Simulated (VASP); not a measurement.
Here is a VASP 6.6.1 calculation.

File POSCAR:

```
CdS
1.0
    0.0000000000      2.7495395470      2.7495395470
    2.7495395470      0.0000000000      2.7495395470
    2.7495395470      2.7495395470      0.0000000000
Cd S
1 1
Direct
   -0.0063692780      0.0063692780      0.0063692780
    0.5223330012      0.4776669988      0.4776669988
```

INCAR.step1

```
SYSTEM = CdS
ALGO = Normal
EDIFF = 1E-4
ENCUT = 520
GGA = PE
ISMEAR = 0
LASPH = .True.
LCHARG = .False.
LREAL = .False.
LWAVE = .True.
NBANDS = 16
NELM = 80
PREC = Accurate
SIGMA = 0.05
```

Contents of INCAR.step2:

```
SYSTEM = CdS
ALGO = Normal
EDIFF = 1E-6
ENCUT = 520
ISIF = 2
ISMEAR = 0
ISTART = 1
LASPH = .True.
LCHARG = .False.
LMIXTAU = .True.
LREAL = .False.
LWAVE = .False.
METAGGA = R2SCAN
NBANDS = 16
NELM = 80
PREC = Accurate
SIGMA = 0.05
```

Contents of KPOINTS:

```
k-points
0
Gamma
  8 8 8
  0 0 0
```

Potentials or basis: VASP PAW PBE potentials, release 64 (Cd, S).

Launch:

```bash
$ cat potpaw_PBE.64/Cd/POTCAR potpaw_PBE.64/S/POTCAR > POTCAR
$ cp INCAR.step1 INCAR
$ mpirun -np 1 vasp_std > vasp.out
$ cp INCAR.step2 INCAR
$ mpirun -np 1 vasp_std > vasp.out
```

Task: Estimate the pressure.

Result: -0.8 GPa.

Task: Predict the largest force.

Result: 0.293 eV/Å.

Stress tensor (GPa, compression positive):
```
 0.80  0.00  0.00
 0.00 -1.63  0.00
 0.00  0.00 -1.63
```

Caveat: the PAW data sets were made with another functional, which shifts forces and pressure a little.
